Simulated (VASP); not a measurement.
# WSe2 (Amm2) in VASP: notebook

The runs below take WSe2 through single point, with PBE+D3(BJ).

All numbers are computed with VASP 6.6.1; they aren't measurements. Logs are shortened: lines on timing, memory, paths and dates and some standing lists are left out, and cuts for length are marked.

**1. The cell of the first run**

The structure is orthorhombic, space group Amm2 (No. 38). Conventional cell: a = 7.169 Å, b = 3.405 Å, c = 5.329 Å, α = 90.00°, β = 90.00°, γ = 90.00°. W (site symmetry mm2) has 6 Se at 2.48 to 2.58 Å and 6 W at 3.16 to 3.40 Å within 3.5 Å. Within 3.5 Å of Se (site symmetry m) lie 3 W at 2.48 to 2.58 Å and 7 Se at 3.16 to 3.45 Å.

**2. Single point, PBE+D3(BJ)**

Contents of INCAR:

```
PREC     = Accurate       # precision mode
ENCUT    = 520            # plane-wave cutoff, eV
EDIFF    = 1E-7           # SCF threshold, eV
ISMEAR   = 0              # smearing method
SIGMA    = 0.05           # smearing width, eV
LREAL    = False          # projectors in reciprocal space
LASPH    = True           # aspherical terms in the spheres
NELM     = 60             # most SCF steps
ALGO     = Normal         # electronic algorithm
ISIF     = 2              # what is computed and relaxed
LWAVE    = False          # write WAVECAR
LCHARG   = False          # write CHGCAR
GGA      = PE             # functional
IVDW     = 12             # dispersion correction
NBANDS   = 20             # bands
```

Contents of KPOINTS:

```
Automatic mesh
0
Gamma
  9 9 4
```

Contents of POSCAR:

```
WSe2
1.0
    3.4047345873      0.0000000000      0.0000000000
   -1.7023672936      2.6646181721      0.0000000000
    0.0000000000      0.0000000000      7.1688500340
W Se
1 2
Direct
    0.0000000000      0.0000000000      0.0000000000
    0.3333333333      0.6666666667      0.2405528385
    0.3333333333      0.6666666667      0.7594471615
```

Potentials or basis: VASP PAW PBE potentials, release 64 (W_sv, Se).

Started as:

```bash
$ cat potpaw_PBE.64/W_sv/POTCAR potpaw_PBE.64/Se/POTCAR > POTCAR
$ mpirun -np 1 vasp_std > vasp.out
```

OUTCAR:

```text
PREC = Accurate
   ENCUT = 520
   EDIFF = 1E-7
   ISMEAR = 0
   LREAL = False
   LASPH = True
   NELM = 60
   ISIF = 2
   GGA = PE
   IVDW = 12
 IVDW          = 12

 ion  position               nearest neighbor table
   1  0.000  0.000  0.000-   2 2.48   3 2.48   2 2.58   3 2.58   2 2.58   3 2.58
   2  0.333  0.667  0.241-   1 2.48   1 2.58   1 2.58
   3  0.333  0.667  0.759-   1 2.48   1 2.58   1 2.58

  Warning from LATTYP: Monoclinic adjustment (A1->A3, A2->A1, A3->A2)!
  LATTYP: Found a base centered orthorhombic cell.
 ALAT       =     3.4047345873
 B/A-ratio  =     1.5652428134
 C/A-ratio  =     2.1055532671

  Lattice vectors:

 A1 = (   1.7023672936,  -2.6646181721,   0.0000000000)
 A2 = (   1.7023672937,   2.6646181721,   0.0000000000)
 A3 = (   0.0000000000,   0.0000000000,   7.1688500340)

Analysis of symmetry for initial positions (statically):
=====================================================================
 Subroutine PRICEL returns:
 Original cell was already a primitive cell.

 Routine SETGRP: Setting up the symmetry group for a
 base centered orthorhombic supercell.

 Subroutine GETGRP returns: Found  4 space group operations
 (whereof  4 operations were pure point group operations)
 out of a pool of  8 trial point group operations.

The static configuration has the point symmetry C_2v.

Analysis of symmetry for dynamics (positions and initial velocities):
=====================================================================
 Subroutine PRICEL returns:
 Original cell was already a primitive cell.

 Routine SETGRP: Setting up the symmetry group for a
 base centered orthorhombic supercell.

 Subroutine GETGRP returns: Found  4 space group operations
 (whereof  4 operations were pure point group operations)
 out of a pool of  8 trial point group operations.

The dynamic configuration has the point symmetry C_2v.

 Subroutine INISYM returns: Found  4 space group operations
 (whereof  4 operations are pure point group operations),
 and found     1 'primitive' translations

----------------------------------------------------------------------------------------

                                     Primitive cell

  volume of cell :      65.0381

  direct lattice vectors                    reciprocal lattice vectors
     3.404734587  0.000000000  0.000000000     0.293708650  0.187644145  0.000000000
    -1.702367294  2.664618172  0.000000000     0.000000000  0.375288291  0.000000000
     0.000000000  0.000000000  7.168850034     0.000000000  0.000000000  0.139492387

  length of vectors
     3.404734587  3.162000064  7.168850034     0.348532777  0.375288291  0.139492387

  position of ions in fractional coordinates (direct lattice)
     0.000000000  0.000000000  0.000000000
     0.333333333  0.666666667  0.240552839
     0.333333333  0.666666667  0.759447161

  ion indices of the primitive-cell ions
   primitive index   ion index
                 1           1
                 2           2
                 3           3

----------------------------------------------------------------------------------------

 KPOINTS: Automatic mesh

Automatic generation of k-mesh.
 Grid dimensions read from file:
 generate k-points for:    9    9    4

 Generating k-lattice:

  Cartesian coordinates                     Fractional coordinates (reciprocal lattice)
     0.032634294  0.020849349  0.000000000     0.111111111 -0.000000000  0.000000000
     0.000000000  0.041698699  0.000000000     0.000000000  0.111111111  0.000000000
     0.000000000  0.000000000  0.034873097     0.000000000  0.000000000  0.250000000

  Length of vectors
     0.038725864  0.041698699  0.034873097

  Shift w.r.t. Gamma in fractional coordinates (k-lattice)
     0.000000000  0.000000000  0.000000000

 Subroutine IBZKPT returns following result:
 ===========================================

 Found     75 irreducible k-points:

 Following reciprocal coordinates:
            Coordinates               Weight
  0.000000  0.000000  0.000000      1.000000
  0.111111  0.000000  0.000000      4.000000
  0.222222  0.000000  0.000000      4.000000
  0.333333  0.000000  0.000000      4.000000
  0.444444  0.000000  0.000000      4.000000
  0.000000  0.111111  0.000000      2.000000
[... 16 lines left out ...]
  0.333333  0.333333  0.000000      2.000000
  0.000000  0.444444  0.000000      2.000000
 [... further k-points ...]
   k-points           NKPTS =     75   k-points in BZ     NKDIM =     75   number of bands    NBANDS=     20
   number of dos      NEDOS =    301   number of ions     NIONS =      3
   total plane-waves  NPLWV =  36288
   dimension x,y,z NGX =    28 NGY =   24 NGZ =   54
   dimension x,y,z NGXF=    56 NGYF=   48 NGZF=  108
   ions per type =               1   2
   NGX,Y,Z   is equivalent  to a cutoff of  13.67, 12.62, 12.52 a.u.
   NGXF,Y,Z  is equivalent  to a cutoff of  27.34, 25.24, 25.05 a.u.
 SYSTEM =  unknown system
   PREC   = accura    normal or accurate (medium, high low for compatibility)
   ISTART =      0    job   : 0-new  1-cont  2-samecut
   ICHARG =      2    charge: 1-file 2-atom 10-const
   ISPIN  =      1    spin polarized calculation?
   LNONCOLLINEAR =      F non collinear calculations
   LSORBIT =      F    spin-orbit coupling
   LASPH  =      T    aspherical Exc in radial PAW
   ENCUT  =  520.0 eV  38.22 Ry    6.18 a.u.   6.33  5.88 13.33*2*pi/ulx,y,z
   NELM   =     60;   NELMIN=  2; NELMDL= -5     # of ELM steps
   EDIFF  = 0.1E-06   stopping-criterion for ELM
   LREAL  =      F    real-space projection
   EDIFFG = 0.1E-05   stopping-criterion for IOM
   NSW    =      0    number of steps for IOM
   IBRION =     -1    ionic relax: 0-MD 1-quasi-New 2-CG
   NFREE  =      0    steps in history (QN), initial steepest desc. (CG)
   ISIF   =      2    stress and relaxation
   ISYM   =      2    0-nonsym 1-usesym 2-fastsym
   POTIM  = 0.5000    time-step for ionic-motion
   TEBEG  =    0.0;   TEEND  =   0.0 temperature during run
   PSTRESS=    0.0 pullay stress
   NELECT =      26.0000    total number of electrons
   NUPDOWN=      -1.0000    fix difference up-down
   EMIN   =  10.00;   EMAX   =-10.00  energy-range for DOS
   EFERMI =   0.00;   METHOD = LEGACY
   ISMEAR =     0;   SIGMA  =   0.05  broadening in eV -4-tet -1-fermi 0-gaus
   EFERMI_NEDOS =   21; number of points for ismear=-14 and -15
   IALGO  =     38    algorithm
   IMIX   =      4    mixing-type and parameters
     AMIX     =   0.40;   BMIX     =  1.00
     AMIX_MAG =   1.60;   BMIX_MAG =  1.00
  volume/ion in A,a.u.               =      21.68       146.30
  Fermi-wavevector in a.u.,A,eV,Ry     =   1.205989  2.278989 19.788444  1.454410
  Thomas-Fermi vector in A             =   2.341669
   LORBIT       =      0    0 simple, 1 ext, 2 COOP (PROOUT), +10 PAW based schemes
   GGA     = PE    functional components
   LHFCALC =     F    Hartree Fock is set to
   AEXX    =    0.0000 exact exchange contribution
   IVDW    =    12    specifies the selected vdW correction
   LEPSILON=     F    determine dielectric tensor
   LRPA    =     F    only Hartree local field effects (RPA)
 non-spin polarized calculation
 Gauss-broadening in eV      SIGMA  =   0.05
  energy-cutoff  :      520.00
  volume of cell :       65.04
 maximum number of plane-waves:      1772
 NGX is ok and might be reduce to    28
   NGX = 13   NGY = 11   NGZ = 27

 number of electron      25.9999997 magnetization

 Free energy of the ion-electron system (eV)
  ---------------------------------------------------
  ext. energy  EPLUGINS =         0.00000000
  ---------------------------------------------------
  free energy    TOTEN  =       -21.34932041 eV

  energy without entropy =      -21.34932041  energy(sigma->0) =      -21.34932041

 E-fermi :   5.6000     XC(G=0): -10.2285

 val. band max:        5.3733785492   @ k =   0.3333   0.3333   0.5000
 cond. band min:       6.5342639698   @ k =  -0.3333   0.1111   0.0000
 fundamental gap:      1.1608854206
 Fermi energy:         5.5999513305

 k-point     1 :       0.0000    0.0000    0.0000
  band No.  band energies     occupation
      1     -68.6965      2.00000
      2     -32.9870      2.00000
      3     -32.8417      2.00000
      4     -32.7027      2.00000
      5      -9.6754      2.00000
      6      -8.4124      2.00000
[... 12 lines left out ...]
     19      12.8588      0.00000
     20      14.0510      0.00000

 k-point     2 :       0.1111    0.0000    0.0000
  band No.  band energies     occupation
      1     -68.6950      2.00000
      2     -32.9814      2.00000
      3     -32.8622      2.00000
      4     -32.7192      2.00000
      5      -9.4917      2.00000
      6      -8.3151      2.00000
[... 12 lines left out ...]
     19      13.2535      0.00000
     20      14.8616      0.00000

 k-point     3 :       0.2222    0.0000    0.0000
  band No.  band energies     occupation
      1     -68.6915      2.00000
      2     -32.9673      2.00000
      3     -32.9240      2.00000
      4     -32.7500      2.00000
      5      -8.9820      2.00000
      6      -8.0483      2.00000
[... 12 lines left out ...]
     19      13.4194      0.00000
     20      14.5919      0.00000

 k-point     4 :       0.3333    0.0000    0.0000
  band No.  band energies     occupation
      1     -68.6874      2.00000
      2     -33.0041      2.00000
      3     -32.9511      2.00000
      4     -32.7737      2.00000
      5      -8.2887      2.00000
      6      -7.6988      2.00000
[... 12 lines left out ...]
     19      12.1626      0.00000
     20      13.5531      0.00000

 k-point     5 :       0.4444    0.0000    0.0000
  band No.  band energies     occupation
      1     -68.6847      2.00000
      2     -33.0588      2.00000
      3     -32.9405      2.00000
      4     -32.7861      2.00000
      5      -7.7238      2.00000
      6      -7.4338      2.00000
[... 12 lines left out ...]
     19      11.8534      0.00000
     20      13.1951      0.00000

 k-point     6 :       0.0000    0.1111    0.0000
  band No.  band energies     occupation
      1     -68.6944      2.00000
      2     -32.9795      2.00000
      3     -32.8535      2.00000
      4     -32.7412      2.00000
      5      -9.4550      2.00000
      6      -8.2860      2.00000
[... 12 lines left out ...]
     19      13.3721      0.00000
     20      15.1674      0.00000

 k-point     7 :       0.1111    0.1111    0.0000
  band No.  band energies     occupation
      1     -68.6913      2.00000
      2     -32.9681      2.00000
      3     -32.8934      2.00000
      4     -32.7761      2.00000
      5      -9.0747      2.00000
      6      -8.0769      2.00000
[... 12 lines left out ...]
     19      14.0030      0.00000
     20      14.3876      0.00000
[... 277 lines left out ...]
 k-point    20 :       0.0000    0.3333    0.0000
  band No.  band energies     occupation
      1     -68.6830      2.00000
      2     -32.9449      2.00000
      3     -32.9385      2.00000
      4     -32.9169      2.00000
      5      -8.0002      2.00000
      6      -7.4506      2.00000
[... 12 lines left out ...]
     19      12.6357      0.00000
     20      13.0787      0.00000

 k-point    21 :       0.1111    0.3333    0.0000
  band No.  band energies     occupation
      1     -68.6807      2.00000
      2     -32.9916      2.00000
      3     -32.9296      2.00000
      4     -32.9273      2.00000
      5      -7.5413      2.00000
      6      -7.2057      2.00000
[... 12 lines left out ...]
     19      12.1673      0.00000
     20      13.3578      0.00000

 k-point    22 :       0.2222    0.3333    0.0000
  band No.  band energies     occupation
      1     -68.6797      2.00000
      2     -33.0015      2.00000
      3     -32.9467      2.00000
      4     -32.9249      2.00000
      5      -7.1905      2.00000
      6      -7.0408      2.00000
[... 12 lines left out ...]
     19      11.8520      0.00000
     20      13.7423      0.00000

 k-point    23 :       0.3333    0.3333    0.0000
  band No.  band energies     occupation
      1     -68.6807      2.00000
      2     -33.0019      2.00000
      3     -32.9340      2.00000
      4     -32.9268      2.00000
      5      -7.1704      2.00000
      6      -7.0643      2.00000
[... 12 lines left out ...]
     19      11.4521      0.00000
     20      14.7672      0.00000

 k-point    24 :       0.0000    0.4444    0.0000
  band No.  band energies     occupation
      1     -68.6790      2.00000
      2     -33.0139      2.00000
      3     -32.9387      2.00000
      4     -32.9243      2.00000
      5      -7.2991      2.00000
      6      -7.0646      2.00000
[... 12 lines left out ...]
     19      11.6441      0.00000
     20      12.4094      0.00000

 [... further k-points ...]

------------------------ aborting loop because EDIFF is reached ----------------------------------------

 Edisp (eV)   -1.30073

 E8    (eV) :    -0.5802

  FORCE on cell =-STRESS in cart. coord.  units (eV):
  Direction    XX          YY          ZZ          XY          YZ          ZX
  --------------------------------------------------------------------------------------
  -------------------------------------------------------------------------------------
  Total      -2.08500     4.62716    -1.33156     0.00000     0.00000     0.00000
  in kB     -51.36285   113.98759   -32.80230     0.00000     0.00000     0.00000
  external pressure =        9.94 kB  Pullay stress =        0.00 kB

 VOLUME and BASIS-vectors are now :
 -----------------------------------------------------------------------------
  energy-cutoff  :      520.00
  volume of cell :       65.04
      direct lattice vectors                 reciprocal lattice vectors
     3.404734587  0.000000000  0.000000000     0.293708650  0.187644145  0.000000000
    -1.702367294  2.664618172  0.000000000     0.000000000  0.375288291  0.000000000
     0.000000000  0.000000000  7.168850034     0.000000000  0.000000000  0.139492387

 POSITION                                       TOTAL-FORCE (eV/Angst)
 -----------------------------------------------------------------------------------
      0.00000      0.00000      0.00000        -0.000000     -0.793969      0.000000
     -0.00000      1.77641      1.72449         0.000000      0.396984     -0.301506
     -0.00000      1.77641      5.44436         0.000000      0.396984      0.301506
 -----------------------------------------------------------------------------------
    total drift:                                0.000001      0.000104     -0.000000

  FREE ENERGIE OF THE ION-ELECTRON SYSTEM (eV)
  ---------------------------------------------------
  free  energy   TOTEN  =       -22.6500463699 eV

  energy  without entropy=      -22.6500463699  energy(sigma->0) =      -22.65004637
```

Wall time 38 s (1 thread of AMD EPYC 9R45 (Zen 5), shared host); peak memory 0.22 GiB.

What came out:

| Quantity | Value |
| --- | --- |
| Free energy | -22.6500 eV |
| Pressure | 1.0 GPa |
| Largest force | 0.794 eV/Å |
| Band gap on the k mesh | 1.16 eV (least direct gap 1.70 eV) |
| Dispersion energy per atom | -0.434 eV |

Forces on the atoms (eV/Å):
```
W    0.000 -0.794  0.000
Se   0.000  0.397 -0.302
Se   0.000  0.397  0.302
```

Stress tensor (GPa, compression positive):
```
-5.14  0.00  0.00
 0.00 11.40  0.00
 0.00  0.00 -3.28
```

Levels at points of the mesh, in eV from the valence-band top:
| k point | band 11 | band 12 | band 13 | band 14 | band 15 | band 16 |
| --- | --- | --- | --- | --- | --- | --- |
| (0.00, 0.00, 0.00) | -1.19 | -1.09 | -0.77 | 2.62 | 2.64 | 3.42 |
| (0.00, 0.00, 0.50) | -1.21 | -0.83 | -0.31 | 2.54 | 2.75 | 3.38 |

Caveat: the cell differs from its parent crystal (strain +e along x and -e along y +0.0500, strain +e along z and -e/2 along x and y +0.0233); the stress differs along the axes, from -5 to 11 GPa; spin-orbit coupling is left out, which moves the levels of the heavy elements.

(Continued in part 2 of 2.)
